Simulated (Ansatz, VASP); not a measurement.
## One calculation of RuF2, two programs

```
Ru F
1.0
     0.00000    3.24938    3.24938
     3.24938    0.00000    3.24938
     3.24938    3.24938    0.00000
Ru F
2 4
Direct
  0.00000 0.00000 0.00000
  0.25000 0.25000 0.25000
  0.62500 0.62500 0.62500
  0.12500 0.62500 0.62500
  0.62500 0.62500 0.12500
  0.62500 0.12500 0.62500
```

Alike in both runs: functional PBE; k mesh 10 × 10 × 10; occupations gaussian, width 0.1 eV; collinear spin.

Ansatz relaxed the structure, and its values are those at the end. VASP's run is a single point on that final structure, the one shown.

|  | VASP | Ansatz |
| --- | --- | --- |
| version | VASP 6.6.1 | Ansatz 0.2.0 |
| potentials or method | VASP PAW PBE potentials, release 64 (Ru_pv, F), cutoff 520 eV | scalar-relativistic, plane waves, PAW |
| valence electrons in the cell | 56 | 60 |

Ansatz gave:

* gap on the k mesh at the Fermi level (eV): none
* pressure (GPa): 0.0
* net moment per atom (μB): 1.00
* size of the moment on the site where the two differ most (μB): 0.02

Which values does VASP return?

gap on the k mesh at the Fermi level (eV): none; pressure (GPa): -0.6; net moment per atom (μB): 1.07; size of the moment on the site where the two differ most (μB): 0.14.

Site moments also hang on the region over which each program counts them. A gap of «none» marks a metal or a gap that the smearing closes. With one functional, cell and mesh, what is left measures potentials, basis and numerics. VASP's potentials hold 56 valence electrons a cell and Ansatz's 60, so a difference there can come from the potentials and not from the codes.
